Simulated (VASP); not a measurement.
# Si6P (Pm-3m) in VASP: a series of runs

The runs below take Si6P through single point, relaxation of cell and atoms, with PBE.

Everything below comes from runs of VASP 6.6.1. Logs are shortened: lines on timing, memory, paths and dates and some standing lists are left out, and cuts for length are marked.

### 1 The cell of the first run

The structure is cubic, space group Pm-3m (No. 221). Conventional cell: a = 5.944 Å, b = 5.944 Å, c = 5.944 Å, α = 90.00°, β = 90.00°, γ = 90.00°. Within 3.2 Å of Si (site symmetry 4mm) lie 5 Si at 2.45 to 2.48 Å. Within 5.7 Å of P (site symmetry m-3m) lie 24 Si at 4.38 Å.

### 2 Single point, PBE

INCAR reads:

```
SYSTEM = Si6P
  ALGO = Normal
  EDIFF = 1E-6
  ENCUT = 520
  GGA = PE
  ISIF = 2
  ISMEAR = 0
  LASPH = .TRUE.
  LCHARG = .FALSE.
  LREAL = .FALSE.
  LWAVE = .FALSE.
  NBANDS = 24
  NELM = 100
  PREC = Accurate
  SIGMA = 0.1
```

KPOINTS reads:

```
k-points
0
G
  6 6 6
  0 0 0
```

POSCAR reads:

```
Si6P
1.0
    5.9435314553      0.0000000000      0.0000000000
    0.0000000000      5.9435314553      0.0000000000
    0.0000000000      0.0000000000      5.9435314553
Si P
6 1
Direct
    0.2086355512      0.5000000000      0.5000000000
    0.5000000000      0.5000000000      0.7913644488
    0.5000000000      0.5000000000      0.2086355512
    0.5000000000      0.2086355512      0.5000000000
    0.5000000000      0.7913644488      0.5000000000
    0.7913644488      0.5000000000      0.5000000000
    0.0000000000      0.0000000000      0.0000000000
```

Potentials or basis: VASP PAW PBE potentials, release 64 (Si, P).

The run is started by

```
cat potpaw_PBE.64/Si/POTCAR potpaw_PBE.64/P/POTCAR > POTCAR
mpirun -np 1 vasp_std > vasp.out
```

OUTCAR:

```text
SYSTEM = Si6P
   EDIFF = 1E-6
   ENCUT = 520
   GGA = PE
   ISIF = 2
   ISMEAR = 0
   LASPH = .TRUE.
   LREAL = .FALSE.
   NELM = 100
   PREC = Accurate

 ion  position               nearest neighbor table
   1  0.209  0.500  0.500-   2 2.45   3 2.45   4 2.45   5 2.45   6 2.48
   2  0.500  0.500  0.791-   1 2.45   4 2.45   5 2.45   6 2.45   3 2.48
   3  0.500  0.500  0.209-   1 2.45   4 2.45   5 2.45   6 2.45   2 2.48
   4  0.500  0.209  0.500-   1 2.45   2 2.45   3 2.45   6 2.45   5 2.48
   5  0.500  0.791  0.500-   1 2.45   2 2.45   3 2.45   6 2.45   4 2.48
   6  0.791  0.500  0.500-   2 2.45   3 2.45   4 2.45   5 2.45   1 2.48
   7  0.000  0.000  0.000-

  LATTYP: Found a simple cubic cell.
 ALAT       =     5.9435314553

  Lattice vectors:

 A1 = (   5.9435314553,   0.0000000000,   0.0000000000)
 A2 = (   0.0000000000,   5.9435314553,   0.0000000000)
 A3 = (   0.0000000000,   0.0000000000,   5.9435314553)

Analysis of symmetry for initial positions (statically):
=====================================================================
 Subroutine PRICEL returns:
 Original cell was already a primitive cell.

 Routine SETGRP: Setting up the symmetry group for a
 simple cubic supercell.

 Subroutine GETGRP returns: Found 48 space group operations
 (whereof 48 operations were pure point group operations)
 out of a pool of 48 trial point group operations.

The static configuration has the point symmetry O_h .

Analysis of symmetry for dynamics (positions and initial velocities):
=====================================================================
 Subroutine PRICEL returns:
 Original cell was already a primitive cell.

 Routine SETGRP: Setting up the symmetry group for a
 simple cubic supercell.

 Subroutine GETGRP returns: Found 48 space group operations
 (whereof 48 operations were pure point group operations)
 out of a pool of 48 trial point group operations.

The dynamic configuration has the point symmetry O_h .

 Subroutine INISYM returns: Found 48 space group operations
 (whereof 48 operations are pure point group operations),
 and found     1 'primitive' translations

----------------------------------------------------------------------------------------

[... 97 lines left out ...]
   EDIFF  = 0.1E-05   stopping-criterion for ELM
   LREAL  =      F    real-space projection
   EDIFFG = 0.1E-04   stopping-criterion for IOM
   NSW    =      0    number of steps for IOM
   IBRION =     -1    ionic relax: 0-MD 1-quasi-New 2-CG
   NFREE  =      0    steps in history (QN), initial steepest desc. (CG)
   ISIF   =      2    stress and relaxation
   ISYM   =      2    0-nonsym 1-usesym 2-fastsym
   POTIM  = 0.5000    time-step for ionic-motion
   TEBEG  =    0.0;   TEEND  =   0.0 temperature during run
   PSTRESS=    0.0 pullay stress
   NELECT =      29.0000    total number of electrons
   NUPDOWN=      -1.0000    fix difference up-down
   EMIN   =  10.00;   EMAX   =-10.00  energy-range for DOS
   EFERMI =   0.00;   METHOD = LEGACY
   ISMEAR =     0;   SIGMA  =   0.10  broadening in eV -4-tet -1-fermi 0-gaus
   EFERMI_NEDOS =   21; number of points for ismear=-14 and -15
   IALGO  =     38    algorithm
   IMIX   =      4    mixing-type and parameters
     AMIX     =   0.40;   BMIX     =  1.00
     AMIX_MAG =   1.60;   BMIX_MAG =  1.00
  volume/ion in A,a.u.               =      29.99       202.41
  Fermi-wavevector in a.u.,A,eV,Ry     =   0.846245  1.599172  9.743555  0.716131
  Thomas-Fermi vector in A             =   1.961562
   LORBIT       =      0    0 simple, 1 ext, 2 COOP (PROOUT), +10 PAW based schemes
   GGA     = PE    functional components
   LHFCALC =     F    Hartree Fock is set to
   AEXX    =    0.0000 exact exchange contribution
   IVDW    =     0    specifies the selected vdW correction
   LEPSILON=     F    determine dielectric tensor
   LRPA    =     F    only Hartree local field effects (RPA)
 non-spin polarized calculation
 Gauss-broadening in eV      SIGMA  =   0.10
  energy-cutoff  :      520.00
  volume of cell :      209.96
 maximum number of plane-waves:      5695
 NGX is ok and might be reduce to    48
   NGX = 23   NGY = 23   NGZ = 23

 number of electron      29.0000002 magnetization

 Free energy of the ion-electron system (eV)
  ---------------------------------------------------
  ext. energy  EPLUGINS =         0.00000000
  ---------------------------------------------------
  free energy    TOTEN  =       -29.05853735 eV

  energy without entropy =      -28.97859347  energy(sigma->0) =      -29.01856541

 E-fermi :   2.5134     XC(G=0):  -7.7084

 val. band max:        2.5119304624   @ k =   0.1667   0.1667   0.0000
 cond. band min:       2.5134748111   @ k =   0.3333   0.0000   0.0000
 fundamental gap:      0.0015443488
 Fermi energy:         2.5133899155

 k-point     1 :       0.0000    0.0000    0.0000
  band No.  band energies     occupation
      1     -10.4176      2.00000
      2      -5.7780      2.00000
      3      -5.2916      2.00000
      4      -5.2916      2.00000
      5      -5.2916      2.00000
      6      -4.6275      2.00000
[... 529 lines left out ...]
     23       5.2472      0.00000
     24       6.2002      0.00000

------------------------ aborting loop because EDIFF is reached ----------------------------------------

  FORCE on cell =-STRESS in cart. coord.  units (eV):
  Direction    XX          YY          ZZ          XY          YZ          ZX
  --------------------------------------------------------------------------------------
  -------------------------------------------------------------------------------------
  Total       -0.0281890     -0.0281890     -0.0281890     -0.0000000     -0.0000000      0.0000000
  in kB       -0.2151077     -0.2151077     -0.2151077     -0.0000000     -0.0000000      0.0000000
  external PRESSURE =      -0.2151077 kB  Pullay stress =       0.0000000 kB

 VOLUME and BASIS-vectors are now :
 -----------------------------------------------------------------------------
  energy-cutoff  :      520.00
  volume of cell :      209.96
      direct lattice vectors                 reciprocal lattice vectors
     5.943531455  0.000000000  0.000000000     0.168250140  0.000000000  0.000000000
     0.000000000  5.943531455  0.000000000     0.000000000  0.168250140  0.000000000
     0.000000000  0.000000000  5.943531455     0.000000000  0.000000000  0.168250140

 POSITION                                       TOTAL-FORCE (eV/Angst)
 -----------------------------------------------------------------------------------
      1.24003      2.97177      2.97177         0.003609      0.000000      0.000000
      2.97177      2.97177      4.70350        -0.000000     -0.000000     -0.003609
      2.97177      2.97177      1.24003         0.000000      0.000000      0.003609
      2.97177      1.24003      2.97177         0.000000      0.003609      0.000000
      2.97177      4.70350      2.97177        -0.000000     -0.003609      0.000000
      4.70350      2.97177      2.97177        -0.003609     -0.000000     -0.000000
      0.00000      0.00000      0.00000         0.000000      0.000000      0.000000
 -----------------------------------------------------------------------------------
    total drift:                                0.000000     -0.000000     -0.000000

  FREE ENERGIE OF THE ION-ELECTRON SYSTEM (eV)
  ---------------------------------------------------
  free  energy   TOTEN  =       -29.0585373496 eV

  energy  without entropy=      -28.9785934727  energy(sigma->0) =      -29.01856541
```

It took 1.8 min on 1 thread of Intel Xeon 6975P-C (Granite Rapids), shared host; peak memory 0.34 GiB.

Results:

| Property | Result |
| --- | --- |
| Free energy | -29.0585 eV |
| Pressure | 0.0 GPa |
| Largest force | 0.004 eV/Å |
| Band gap on the k mesh | zero (an odd number of electrons rules out a gap without spin polarisation) |

Forces in eV/Å, atoms in the order of the input:
```
Si   0.004  0.000  0.000
Si   0.000  0.000 -0.004
Si   0.000  0.000  0.004
Si   0.000  0.004  0.000
Si   0.000 -0.004  0.000
Si  -0.004  0.000  0.000
P    0.000  0.000  0.000
```

Levels at points of the mesh, in eV from the Fermi level:
| k point | band 10 | band 11 | band 12 | band 13 | band 14 | band 15 | band 16 | band 17 | band 18 | band 19 |
| --- | --- | --- | --- | --- | --- | --- | --- | --- | --- | --- |
| (0.00, 0.00, 0.00) | -2.39 | -2.39 | -0.33 | -0.33 | -0.33 | 0.16 | 0.16 | 0.16 | 1.84 | 1.84 |
| (0.50, 0.00, 0.00) | -3.12 | -2.36 | -1.57 | -0.19 | -0.04 | 0.14 | 0.14 | 0.56 | 0.56 | 1.28 |
| (0.50, 0.50, 0.00) | -3.04 | -3.04 | -1.98 | -1.06 | -0.66 | -0.66 | -0.14 | 1.12 | 1.12 | 2.69 |
| (0.50, 0.50, 0.50) | -3.31 | -3.31 | -1.94 | -1.94 | -0.63 | 0.17 | 0.17 | 0.17 | 2.56 | 2.56 |

(Part 1 of 2 ends here.)
